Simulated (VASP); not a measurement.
# CO2 in VASP: further runs, part 2 of 2

VASP 6.6.1. Earlier steps stand in the parts before.

## (3) Single point, PBE+D3(BJ)

Input file INCAR:

```
SYSTEM = CO2
PREC = Accurate
ENCUT = 520
EDIFF = 1E-7
ISMEAR = -1
SIGMA = 0.02
LREAL = Auto
LASPH = .True.
NELM = 80
ALGO = Normal
ISIF = 2
LWAVE = .False.
LCHARG = .True.
GGA = PE
IVDW = 12
LELF = .True.
LVHAR = .True.
NBANDS = 63
```

Input file KPOINTS:

```
Automatic mesh
0
Gamma
  1 1 1
  0 0 0
```

Input file POSCAR:

```
CO2
1.0
    7.3434200000      0.0000000000      0.0000000000
    0.0000000000      7.3434200000      0.0000000000
    0.0000000000      0.0000000000      7.3434200000
C O
6 12
Direct
    0.3804766716      0.6094435563      0.9115371312
    1.0708225868      0.4489461314      0.5495668231
    0.8230361330      0.9696980426     -0.0063185818
    0.9209741510      0.0155785724      0.4523369220
    0.3533094934      0.1734069412      0.8908383287
    0.5952403648      0.4713199027      0.4464404869
    0.3016986636      0.7171454173      0.8234855149
    0.4715377848      0.5015510484      0.9699023071
    0.9624262265      0.4370170847      0.6642136770
    1.1646480795      0.4868167693      0.4265587424
    0.7515163235      0.8804344570      0.0971890482
    0.8868483622      1.0700872346     -0.1160630878
    0.8328952995     -0.0438215436      0.5731117109
    1.0213224901      0.0845655022      0.3464462063
    0.3515528187      0.1248328436      1.0490616089
    0.3664913623      0.2092757870      0.7386204248
    0.5185867076      0.5845777580      0.5237069376
    0.6724251098      0.3858828720      0.3259108154
```

Potentials or basis: VASP PAW PBE potentials, release 64 (C, O).

Started as:

```
$ cat potpaw_PBE.64/C/POTCAR potpaw_PBE.64/O/POTCAR > POTCAR
$ mpirun -np 1 vasp_gam > vasp.out
```

OUTCAR:

```text
SYSTEM = CO2
   PREC = Accurate
   ENCUT = 520
   EDIFF = 1E-7
   ISMEAR = -1
   LREAL = Auto
   LASPH = .True.
   NELM = 80
   ISIF = 2
   GGA = PE
   IVDW = 12
 IVDW          = 12

 ion  position               nearest neighbor table
   1  0.380  0.609  0.912-   8 1.12   7 1.17
   2  0.071  0.449  0.550-   9 1.16  10 1.17
   3  0.823  0.970  0.994-  11 1.13  12 1.19
   4  0.921  0.016  0.452-  13 1.18  14 1.19
   5  0.353  0.173  0.891-  16 1.15  15 1.22
   6  0.595  0.471  0.446-  17 1.15  18 1.22
   7  0.302  0.717  0.823-   1 1.17
   8  0.472  0.502  0.970-   1 1.12
   9  0.962  0.437  0.664-   2 1.16
  10  0.165  0.487  0.427-   2 1.17
  11  0.752  0.880  0.097-   3 1.13
  12  0.887  0.070  0.884-   3 1.19
  13  0.833  0.956  0.573-   4 1.18
  14  0.021  0.085  0.346-   4 1.19
  15  0.352  0.125  0.049-   5 1.22
  16  0.366  0.209  0.739-   5 1.15
  17  0.519  0.585  0.524-   6 1.15
  18  0.672  0.386  0.326-   6 1.22

  LATTYP: Found a simple cubic cell.
 ALAT       =     7.3434200000

  Lattice vectors:

 A1 = (   7.3434200000,   0.0000000000,   0.0000000000)
 A2 = (   0.0000000000,   7.3434200000,   0.0000000000)
 A3 = (   0.0000000000,   0.0000000000,   7.3434200000)

Analysis of symmetry for initial positions (statically):
=====================================================================
 Subroutine PRICEL returns:
 Original cell was already a primitive cell.

 Routine SETGRP: Setting up the symmetry group for a
 simple cubic supercell.

 Subroutine GETGRP returns: Found  1 space group operations
 (whereof  1 operations were pure point group operations)
 out of a pool of 48 trial point group operations.

The static configuration has the point symmetry C_1 .

Analysis of symmetry for dynamics (positions and initial velocities):
=====================================================================
 Subroutine PRICEL returns:
 Original cell was already a primitive cell.

 Routine SETGRP: Setting up the symmetry group for a
 simple cubic supercell.

 Subroutine GETGRP returns: Found  1 space group operations
 (whereof  1 operations were pure point group operations)
 out of a pool of 48 trial point group operations.

The dynamic configuration has the point symmetry C_1 .

 Subroutine INISYM returns: Found  1 space group operations
 (whereof  1 operations are pure point group operations),
 and found     1 'primitive' translations

----------------------------------------------------------------------------------------

                                     Primitive cell

  volume of cell :     395.9999

  direct lattice vectors                    reciprocal lattice vectors
     7.343420000  0.000000000  0.000000000     0.136176332  0.000000000  0.000000000
     0.000000000  7.343420000  0.000000000     0.000000000  0.136176332  0.000000000
     0.000000000  0.000000000  7.343420000     0.000000000  0.000000000  0.136176332

  length of vectors
     7.343420000  7.343420000  7.343420000     0.136176332  0.136176332  0.136176332

  position of ions in fractional coordinates (direct lattice)
     0.380476672  0.609443556  0.911537131
     0.070822587  0.448946131  0.549566823
     0.823036133  0.969698043  0.993681418
     0.920974151  0.015578572  0.452336922
     0.353309493  0.173406941  0.890838329
     0.595240365  0.471319903  0.446440487
[... 10 lines left out ...]
     0.518586708  0.584577758  0.523706938
     0.672425110  0.385882872  0.325910815

  ion indices of the primitive-cell ions
   primitive index   ion index
                 1           1
                 2           2
                 3           3
                 4           4
                 5           5
                 6           6
[... 10 lines left out ...]
                17          17
                18          18

----------------------------------------------------------------------------------------

 KPOINTS: Automatic mesh

Automatic generation of k-mesh.
 Grid dimensions read from file:
 generate k-points for:    1    1    1

 Generating k-lattice:

  Cartesian coordinates                     Fractional coordinates (reciprocal lattice)
     0.136176332  0.000000000  0.000000000     1.000000000  0.000000000  0.000000000
     0.000000000  0.136176332  0.000000000     0.000000000  1.000000000  0.000000000
     0.000000000  0.000000000  0.136176332     0.000000000  0.000000000  1.000000000

  Length of vectors
     0.136176332  0.136176332  0.136176332

  Shift w.r.t. Gamma in fractional coordinates (k-lattice)
     0.000000000  0.000000000  0.000000000

 Subroutine IBZKPT returns following result:
 ===========================================

 Found      1 irreducible k-points:

 Following reciprocal coordinates:
            Coordinates               Weight
  0.000000  0.000000  0.000000      1.000000
   k-points           NKPTS =      1   k-points in BZ     NKDIM =      1   number of bands    NBANDS=     63
   number of dos      NEDOS =    301   number of ions     NIONS =     18
   total plane-waves  NPLWV = 175616
   dimension x,y,z NGX =    56 NGY =   56 NGZ =   56
   dimension x,y,z NGXF=   112 NGYF=  112 NGZF=  112
   ions per type =               6  12
   NGX,Y,Z   is equivalent  to a cutoff of  12.68, 12.68, 12.68 a.u.
   NGXF,Y,Z  is equivalent  to a cutoff of  25.36, 25.36, 25.36 a.u.
 SYSTEM =  CO2
   PREC   = accura    normal or accurate (medium, high low for compatibility)
   ISTART =      0    job   : 0-new  1-cont  2-samecut
   ICHARG =      2    charge: 1-file 2-atom 10-const
   ISPIN  =      1    spin polarized calculation?
   LNONCOLLINEAR =      F non collinear calculations
   LSORBIT =      F    spin-orbit coupling
   LASPH  =      T    aspherical Exc in radial PAW
   ENCUT  =  520.0 eV  38.22 Ry    6.18 a.u.  13.65 13.65 13.65*2*pi/ulx,y,z
   NELM   =     80;   NELMIN=  2; NELMDL= -5     # of ELM steps
   EDIFF  = 0.1E-06   stopping-criterion for ELM
   LREAL  =      T    real-space projection
   EDIFFG = 0.1E-05   stopping-criterion for IOM
   NSW    =      0    number of steps for IOM
   IBRION =     -1    ionic relax: 0-MD 1-quasi-New 2-CG
   NFREE  =      0    steps in history (QN), initial steepest desc. (CG)
   ISIF   =      2    stress and relaxation
   ISYM   =      2    0-nonsym 1-usesym 2-fastsym
   POTIM  = 0.5000    time-step for ionic-motion
   TEBEG  =    0.0;   TEEND  =   0.0 temperature during run
   PSTRESS=    0.0 pullay stress
   NELECT =      96.0000    total number of electrons
   NUPDOWN=      -1.0000    fix difference up-down
   EMIN   =  10.00;   EMAX   =-10.00  energy-range for DOS
   EFERMI =   0.00;   METHOD = LEGACY
   ISMEAR =    -1;   SIGMA  =   0.02  broadening in eV -4-tet -1-fermi 0-gaus
   EFERMI_NEDOS =   21; number of points for ismear=-14 and -15
   IALGO  =     38    algorithm
   IMIX   =      4    mixing-type and parameters
     AMIX     =   0.40;   BMIX     =  1.00
     AMIX_MAG =   1.60;   BMIX_MAG =  1.00
  volume/ion in A,a.u.               =      22.00       148.46
  Fermi-wavevector in a.u.,A,eV,Ry     =   1.020783  1.929001 14.177250  1.041998
  Thomas-Fermi vector in A             =   2.154372
   LORBIT       =      0    0 simple, 1 ext, 2 COOP (PROOUT), +10 PAW based schemes
   GGA     = PE    functional components
   LHFCALC =     F    Hartree Fock is set to
   AEXX    =    0.0000 exact exchange contribution
   IVDW    =    12    specifies the selected vdW correction
   LEPSILON=     F    determine dielectric tensor
   LRPA    =     F    only Hartree local field effects (RPA)
 non-spin polarized calculation
  energy-cutoff  :      520.00
  volume of cell :      396.00
 maximum number of plane-waves:      5390
 NGX is ok and might be reduce to    54
   NGX = 27   NGY = 27   NGZ = 27

 number of electron      96.0000003 magnetization

 Free energy of the ion-electron system (eV)
  ---------------------------------------------------
  ext. energy  EPLUGINS =         0.00000000
  ---------------------------------------------------
  free energy    TOTEN  =      -136.84006029 eV

  energy without entropy =     -136.84006029  energy(sigma->0) =     -136.84006029

 E-fermi :  -4.7122     XC(G=0):  -6.1269

 val. band max:       -5.2321103051   @ k =   0.0000   0.0000   0.0000
 cond. band min:       0.7170030099   @ k =   0.0000   0.0000   0.0000
 fundamental gap:      5.9491133150
 Fermi energy:        -4.7121946355

 k-point     1 :       0.0000    0.0000    0.0000
  band No.  band energies     occupation
      1     -26.5150      2.00000
      2     -26.1972      2.00000
      3     -25.9598      2.00000
      4     -25.9145      2.00000
      5     -25.8185      2.00000
      6     -25.6018      2.00000
[... 52 lines left out ...]
     59       3.0844      0.00000
     60       3.1605      0.00000
 [bands above 60 left out]

------------------------ aborting loop because EDIFF is reached ----------------------------------------

 Edisp (eV)   -0.80533

 E8    (eV) :    -0.2023

  FORCE on cell =-STRESS in cart. coord.  units (eV):
  Direction    XX          YY          ZZ          XY          YZ          ZX
  --------------------------------------------------------------------------------------
  -------------------------------------------------------------------------------------
  Total       3.95908     5.53840     1.95278    -1.66329    -3.08854     0.30771
  in kB      16.01806    22.40784     7.90074    -6.72953   -12.49594     1.24498
  external pressure =       15.44 kB  Pullay stress =        0.00 kB

 VOLUME and BASIS-vectors are now :
 -----------------------------------------------------------------------------
  energy-cutoff  :      520.00
  volume of cell :      396.00
      direct lattice vectors                 reciprocal lattice vectors
     7.343420000  0.000000000  0.000000000     0.136176332  0.000000000  0.000000000
     0.000000000  7.343420000  0.000000000     0.000000000  0.136176332  0.000000000
     0.000000000  0.000000000  7.343420000     0.000000000  0.000000000  0.136176332

 POSITION                                       TOTAL-FORCE (eV/Angst)
 -----------------------------------------------------------------------------------
      2.79400      4.47540      6.69380        -2.600532      4.006127     -3.442438
      0.52008      3.29680      4.03570         0.082803      1.231195     -1.207418
      6.04390      7.12090      7.29702         2.247372      3.884566     -3.897102
      6.76310      0.11440      3.32170         0.492779      0.383377      0.581099
      2.59450      1.27340      6.54180         0.250966     -2.146163      5.452906
      4.37110      3.46110      3.27840         2.498458     -1.878518     -5.197941
[... 10 lines left out ...]
      3.80820      4.29280      3.84580        -0.904422      0.970361      2.067770
      4.93790      2.83370      2.39330        -1.339142      0.855278      3.149954
 -----------------------------------------------------------------------------------
    total drift:                                0.001978      0.007122     -0.022417

  FREE ENERGIE OF THE ION-ELECTRON SYSTEM (eV)
  ---------------------------------------------------
  free  energy   TOTEN  =      -137.6453906829 eV

  energy  without entropy=     -137.6453906829  energy(sigma->0) =     -137.64539068
```

It took 54 s on 1 thread of Intel Xeon Platinum 8259CL at 2.50GHz (Skylake/Cascade Lake), shared host; peak memory 0.38 GiB.

Results:

```
Free energy                : -137.6454 eV
Pressure                   : 1.5 GPa
Largest force              : 6.397 eV/Å
Dispersion energy per atom : -0.045 eV
```

Forces in eV/Å, atoms in the order of the input:
```
C   -2.601  4.006 -3.442
C    0.083  1.231 -1.207
C    2.247  3.885 -3.897
C    0.493  0.383  0.581
C    0.251 -2.146  5.453
C    2.498 -1.879 -5.198
O   -0.903  0.692  0.367
O    3.482 -4.271  3.250
O   -0.883 -0.748  1.518
O    0.693 -0.407 -0.439
O   -2.099 -3.123  3.289
O   -0.021 -0.625  1.147
O   -0.064 -0.211 -1.223
O   -0.589 -0.402  0.134
O   -0.211  1.070 -3.148
O   -0.135  0.719 -2.402
O   -0.904  0.970  2.068
O   -1.339  0.855  3.150
```

Stress tensor (GPa, compression positive):
```
 1.60 -0.67  0.12
-0.67  2.24 -1.25
 0.12 -1.25  0.79
```

Levels at points of the mesh, in eV from the Fermi level:
```
           k point  band 46  band 47  band 48  band 49  band 50  band 51
(0.00, 0.00, 0.00)    -0.62    -0.59    -0.52     5.43     6.30     6.84
```

Caveat: the k points lie up to 0.86 Å⁻¹ apart.
